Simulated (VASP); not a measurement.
# TaN in VASP: further runs, part 2 of 2

VASP 6.6.1. The steps go on from the part before.

## (5) Single point, PBE

This run uses another cell than the first one, of 10.60 Å³/atom, 1.063 times its volume.

INCAR reads:

```
SYSTEM = TaN
ALGO     = Normal         ! electronic algorithm
EDIFF    = 1E-6           ! SCF threshold, eV
ENCUT    = 520            ! plane-wave cutoff, eV
GGA      = PE             ! functional
ISIF     = 2              ! what is computed and relaxed
ISMEAR   = -1             ! smearing method
LASPH    = .True.         ! aspherical terms in the spheres
LCHARG   = .False.        ! write CHGCAR
LREAL    = .False.        ! projectors in reciprocal space
LWAVE    = .False.        ! write WAVECAR
NBANDS   = 15             ! bands
NELM     = 80             ! most SCF steps
PREC     = Accurate       ! precision mode
SIGMA    = 0.05           ! smearing width, eV
```

KPOINTS reads:

```
k-points
0
Gamma
  9 9 9
  0 0 0
```

POSCAR reads:

```
TaN
1.0
    0.0000000000      2.1892097700      2.2113230000
    2.1892097700      0.0000000000      2.2113230000
    2.1892097700      2.1892097700      0.0000000000
Ta N
1 1
Direct
    0.5000000000      0.5000000000      0.5000000000
    0.0000000000      0.0000000000      0.0000000000
```

Potentials or basis: VASP PAW PBE potentials, release 64 (Ta_pv, N).

Started as:

```console
cat potpaw_PBE.64/Ta_pv/POTCAR potpaw_PBE.64/N/POTCAR > POTCAR
mpirun -np 1 vasp_std > vasp.out
```

OUTCAR:

```text
SYSTEM = TaN
   EDIFF = 1E-6
   ENCUT = 520
   GGA = PE
   ISIF = 2
   ISMEAR = -1
   LASPH = .True.
   LREAL = .False.
   NELM = 80
   PREC = Accurate

 ion  position               nearest neighbor table
   1  0.500  0.500  0.500-   2 2.19   2 2.19   2 2.19   2 2.19   2 2.21   2 2.21
   2  0.000  0.000  0.000-   1 2.19   1 2.19   1 2.19   1 2.19   1 2.21   1 2.21

  LATTYP: Found a body centered tetragonal cell.
 ALAT       =     3.0960101476
 C/A-ratio  =     1.4284985479

  Lattice vectors:

 A1 = (  -2.1892097700,   0.0000000000,   2.2113230000)
 A2 = (   2.1892097700,   0.0000000000,   2.2113230000)
 A3 = (   0.0000000000,   2.1892097700,  -2.2113230000)

Analysis of symmetry for initial positions (statically):
=====================================================================
 Subroutine PRICEL returns:
 Original cell was already a primitive cell.

 Routine SETGRP: Setting up the symmetry group for a
 body centered tetragonal supercell.

 Subroutine GETGRP returns: Found 16 space group operations
 (whereof 16 operations were pure point group operations)
 out of a pool of 16 trial point group operations.

The static configuration has the point symmetry D_4h.

Analysis of symmetry for dynamics (positions and initial velocities):
=====================================================================
 Subroutine PRICEL returns:
 Original cell was already a primitive cell.

 Routine SETGRP: Setting up the symmetry group for a
 body centered tetragonal supercell.

 Subroutine GETGRP returns: Found 16 space group operations
 (whereof 16 operations were pure point group operations)
 out of a pool of 16 trial point group operations.

The dynamic configuration has the point symmetry D_4h.

 Subroutine INISYM returns: Found 16 space group operations
 (whereof 16 operations are pure point group operations),
 and found     1 'primitive' translations

----------------------------------------------------------------------------------------
[... 121 lines left out ...]
   IVDW    =     0    specifies the selected vdW correction
   LEPSILON=     F    determine dielectric tensor
   LRPA    =     F    only Hartree local field effects (RPA)
 non-spin polarized calculation
  energy-cutoff  :      520.00
  volume of cell :       21.20
 maximum number of plane-waves:       580
   NGX = 11   NGY = 11   NGZ = 11

 number of electron      16.0000002 magnetization

 Free energy of the ion-electron system (eV)
  ---------------------------------------------------
  ext. energy  EPLUGINS =         0.00000000
  ---------------------------------------------------
  free energy    TOTEN  =       -21.82099355 eV

  energy without entropy =      -21.81314224  energy(sigma->0) =      -21.81706790

 E-fermi :   9.4700     XC(G=0): -13.4558

 val. band max:        9.4243062429   @ k =  -0.4444   0.2222   0.1111
 cond. band min:       9.4914926716   @ k =  -0.2222   0.0000   0.2222
 fundamental gap:      0.0671864287
 Fermi energy:         9.4699727540

 k-point     1 :       0.0000    0.0000    0.0000
  band No.  band energies     occupation
      1     -26.1963      2.00000
      2     -26.1862      2.00000
      3     -26.1862      2.00000
      4      -9.3100      2.00000
      5       5.7144      2.00000
      6       5.7581      2.00000
      7       5.7581      2.00000
      8       7.3891      2.00000
      9       7.5087      2.00000
     10       7.5087      2.00000
     11       9.5522      0.32388
     12       9.7185      0.01377
     13      11.1529      0.00000
     14      18.9900      0.00000
[... 401 lines left out ...]
      2     -26.4557      2.00000
      3     -26.4557      2.00000
      4      -8.0263      2.00000
      5       2.6245      2.00000
      6       4.1778      2.00000
      7       4.9314      2.00000
      8       4.9314      2.00000
      9      11.6325      0.00000
     10      13.0801      0.00000
     11      13.0801      0.00000
     12      14.0099      0.00000
     13      16.7098      0.00000
     14      18.7874      0.00000
     15      21.9592      0.00000

 [... further k-points ...]

------------------------ aborting loop because EDIFF is reached ----------------------------------------

  FORCE on cell =-STRESS in cart. coord.  units (eV):
  Direction    XX          YY          ZZ          XY          YZ          ZX
  --------------------------------------------------------------------------------------
  -------------------------------------------------------------------------------------
  Total        1.1615735      1.1615735      0.2479206      0.0000000      0.0000000     -0.0000000
  in kB       87.8011761     87.8011761     18.7398560      0.0000000      0.0000000     -0.0000000
  external PRESSURE =      64.7807360 kB  Pullay stress =       0.0000000 kB

 VOLUME and BASIS-vectors are now :
 -----------------------------------------------------------------------------
  energy-cutoff  :      520.00
  volume of cell :       21.20
      direct lattice vectors                 reciprocal lattice vectors
     0.000000000  2.189209770  2.211323000    -0.228392915  0.228392915  0.226108985
     2.189209770  0.000000000  2.211323000     0.228392915 -0.228392915  0.226108985
     2.189209770  2.189209770  0.000000000     0.228392915  0.228392915 -0.226108985

 POSITION                                       TOTAL-FORCE (eV/Angst)
 -----------------------------------------------------------------------------------
      2.18921      2.18921      2.21132         0.000000      0.000000      0.000000
      0.00000      0.00000      0.00000        -0.000000      0.000000      0.000000
 -----------------------------------------------------------------------------------
    total drift:                                0.000000     -0.000000     -0.000000

  FREE ENERGIE OF THE ION-ELECTRON SYSTEM (eV)
  ---------------------------------------------------
  free  energy   TOTEN  =       -21.8209935541 eV

  energy  without entropy=      -21.8131422376  energy(sigma->0) =      -21.81706790
```

Wall time 12 s (1 thread of Intel Xeon Platinum 8488C (Sapphire Rapids), shared host); peak memory 0.15 GiB.

What came out:

```yaml
Free_energy: -21.8210 eV
Pressure: 6.5 GPa
Band_gap_on_the_k_mesh: zero (band 8 reaches 11.14 eV, above the bottom of band 9 at 7.51 eV)
```

Stress tensor (GPa, compression positive):
```
8.78 0.00 0.00
0.00 8.78 0.00
0.00 0.00 1.87
```

Levels at points of the mesh, in eV from the Fermi level:
| k point | band 4 | band 5 | band 6 | band 7 | band 8 | band 9 | band 10 | band 11 | band 12 | band 13 |
| --- | --- | --- | --- | --- | --- | --- | --- | --- | --- | --- |
| (0.00, 0.00, 0.00) | -18.78 | -3.76 | -3.71 | -3.71 | -2.08 | -1.96 | -1.96 | 0.08 | 0.25 | 1.68 |

Caveat: spin-orbit coupling is left out, which moves the levels of the heavy elements.

## (6) Single point, r2SCAN

This run uses another cell than the first one, of 10.09 Å³/atom, 1.013 times its volume.

POSCAR reads:

```
TaN
1.0
    0.0000000000      2.1609791939      2.1609791939
    2.1609791939      0.0000000000      2.1609791939
    2.1609791939      2.1609791939      0.0000000000
Ta N
1 1
Direct
    0.5000000000      0.5000000000      0.5000000000
    0.0000000000      0.0000000000      0.0000000000
```

INCAR.step1 reads:

```
SYSTEM = TaN
PREC = Accurate
ENCUT = 520
ISMEAR = -1
SIGMA = 0.05
LREAL = .FALSE.
LASPH = .TRUE.
NELM = 80
NBANDS = 15
GGA = PE
ALGO = Normal
EDIFF = 1E-4
LWAVE = .TRUE.
LCHARG = .FALSE.
```

INCAR.step2 reads:

```
SYSTEM = TaN
PREC = Accurate
ENCUT = 520
EDIFF = 1E-7
ISMEAR = -1
SIGMA = 0.05
LREAL = .FALSE.
LASPH = .TRUE.
NELM = 80
ALGO = Normal
ISIF = 2
LWAVE = .FALSE.
LCHARG = .FALSE.
METAGGA = R2SCAN
LMIXTAU = .TRUE.
NBANDS = 15
ISTART = 1
```

KPOINTS reads:

```
Automatic mesh
0
G
  10 10 10
  0 0 0
```

Potentials or basis: VASP PAW PBE potentials, release 64 (Ta_pv, N).

Started as:

```console
cat potpaw_PBE.64/Ta_pv/POTCAR potpaw_PBE.64/N/POTCAR > POTCAR
cp INCAR.step1 INCAR
mpirun -np 1 vasp_std > vasp.out
cp INCAR.step2 INCAR
mpirun -np 1 vasp_std > vasp.out
```

Run time: 37 s. Hardware: 1 thread of Intel Xeon Platinum 8488C (Sapphire Rapids), shared host; peak memory 0.15 GiB.

Results (log left out):

```
Free energy            : -59.5623 eV
Pressure               : 22.3 GPa
Band gap on the k mesh : zero (band 8 reaches 12.31 eV, above the bottom of band 9 at 7.89 eV)
```

Levels at points of the mesh, in eV from the Fermi level:
```
           k point  band 6  band 7  band 8  band 9  band 10  band 11
(0.00, 0.00, 0.00)   -4.32   -4.32   -2.35   -2.35    -2.35     0.10
(0.50, 0.00, 0.00)   -8.42   -8.42    2.07    2.07     2.22     4.23
(0.50, 0.50, 0.00)   -6.03   -5.14   -5.14    2.35     3.83     3.83
```

Caveat: the PAW data sets were made with another functional, which shifts forces and pressure a little; spin-orbit coupling is left out, which moves the levels of the heavy elements.

## (7) Summary

```csv
level,cell,k mesh,gap on the mesh (eV),pressure (GPa)
PBE,"a = 3.065, b = 3.065, c = 3.002 Å, angles 60.7, 60.7, 58.6°, 2 atoms",9 × 9 × 9,none,33.3
PBE,"a = 3.096, b = 3.096, c = 3.065 Å, angles 60.3, 60.3, 59.3°, 2 atoms",9 × 9 × 9,none,14.4
r2SCAN,"a = 3.034 Å, angles 60.0°, 2 atoms",10 × 10 × 10,none,32.6
PBE,"a = 3.112, b = 3.112, c = 3.096 Å, angles 60.2, 60.2, 59.7°, 2 atoms",9 × 9 × 9,none,6.5
r2SCAN,"a = 3.056 Å, angles 60.0°, 2 atoms",10 × 10 × 10,none,22.3
```

Alike in all rows: task single point; potentials or basis VASP PAW PBE potentials, release 64 (Ta_pv, N); no spin polarisation; cutoff (eV) 520; smearing fermi-dirac 0.05 eV.

Caveats: spin-orbit coupling is left out, which moves the levels of the heavy elements; the PAW data sets were made with another functional, which shifts forces and pressure a little (some runs).

Total energies depend on the potentials used, so only differences within one code and one set of settings carry meaning.
